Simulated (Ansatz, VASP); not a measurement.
One calculation of W2Br3, two programs

```
CELL_PARAMETERS angstrom
4.05075 2.33870 3.22714
-4.05075 2.33870 3.22714
0.00000 -4.67741 3.22714
ATOMIC_POSITIONS crystal
W 0.81876 0.81876 0.81876
W 0.18124 0.18124 0.18124
Br 0.00000 0.50000 0.00000
Br 0.00000 0.00000 0.50000
Br 0.50000 0.00000 0.00000
```

Change from the starting cell: species swapped into the Br2Cl3 type (R-3m, No. 166).

Alike in both runs: task single point; functional PBE; k mesh 3 × 3 × 3; occupations gaussian, width 0.1 eV; no spin polarisation.

|  | VASP | Ansatz |
| --- | --- | --- |
| version | VASP 6.6.1 | Ansatz 0.2.0 |
| potentials or method | VASP PAW PBE potentials, release 64 (W_sv, Br), cutoff 520 eV | scalar-relativistic, plane waves, PAW |
| valence electrons in the cell | 49 | 49 |

VASP gave:

* gap on the k mesh at the Fermi level (eV): none
* pressure (GPa): 1.7
* traceless stress, the component that is largest in VASP (GPa): -5.95
* rms of the force components (eV/Å): 0.762

Q: Estimate Ansatz's values.

A: gap on the k mesh at the Fermi level (eV): none; pressure (GPa): 1.6; traceless stress, the component that is largest in VASP (GPa): -5.83; rms of the force components (eV/Å): 0.764.

Atom by atom the forces differ by 0.002 eV/Å (rms over components). A gap of «none» marks a metal or a gap that the smearing closes. The functional is the same, so the differences come from potentials, cutoffs and numerics.

The k mesh is coarse, so the values compare programs but aren't converged. Neither program's run includes spin-orbit coupling.
